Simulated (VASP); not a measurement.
Set up this calculation in VASP 6.6.1, as the native input.

```
Task                   : single point
Functional             : PBE
Dispersion             : D3(BJ)
Potentials or basis    : VASP PAW PBE potentials, release 64 (Sn_d, O)
Cutoff                 : 520 eV
k mesh                 : 7 × 7 × 1
Occupations            : gaussian, width 0.05 eV
Spin                   : no spin polarisation
Dipole correction      : yes
Further INCAR settings : ALGO = Normal; EDIFF = 1e-06; NBANDS = 50
```

The structure of SnO lies in POSCAR:

```
SnO
1.0
    3.8205591864     -0.0000144263      0.0000000000
    0.0000145052      3.8205591864      0.0000000000
    0.0000000000      0.0000000000     22.2281054423
Sn O
4 4
Direct
    0.7499972411      0.2500027589      0.2024464033
    0.2499972411      0.7500027589      0.3088006191
    0.3749972411      0.8750027589      0.4662589328
   -0.1250027589      1.3750027589      0.5726131485
    0.2499972411      0.2500027589      0.2556235112
    0.7499972411      0.7500027589      0.2556235112
   -0.1250027589      0.8750027589      0.5194360406
    0.3749972411      1.3750027589      0.5194360406
```

This cell differs from its parent crystal: layers slid over each other.

These files were run (other wordings do the same):

INCAR

```
SYSTEM = SnO
PREC = Accurate
ENCUT = 520
EDIFF = 1E-6
ISMEAR = 0
SIGMA = 0.05
LREAL = .FALSE.
LASPH = .TRUE.
NELM = 100
ALGO = Normal
ISIF = 2
LWAVE = .FALSE.
LCHARG = .FALSE.
LDIPOL = .TRUE.
IDIPOL = 3
DIPOL = 0.5 0.5 0.388
GGA = PE
IVDW = 12
NBANDS = 50
```

KPOINTS

```
regular mesh
0
G
  7 7 1
  0 0 0
```

Potentials or basis: VASP PAW PBE potentials, release 64 (Sn_d, O).

The run is started by

```sh
$ cat potpaw_PBE.64/Sn_d/POTCAR potpaw_PBE.64/O/POTCAR > POTCAR
$ mpirun -np 1 vasp_std > vasp.out
```

Results of the run:

```
Largest force              : 0.473 eV/Å
Band gap on the k mesh     : 1.77 eV (least direct gap 1.99 eV)
Dispersion energy per atom : -0.163 eV
```

Caveat: the cell differs from its parent crystal (layers slid over each other); spin-orbit coupling is left out, which moves the levels of the heavy elements.

It took 6.2 min on 1 thread of AMD EPYC 7R13 Processor (Zen 3) (shared host), peak memory 0.41 GiB.
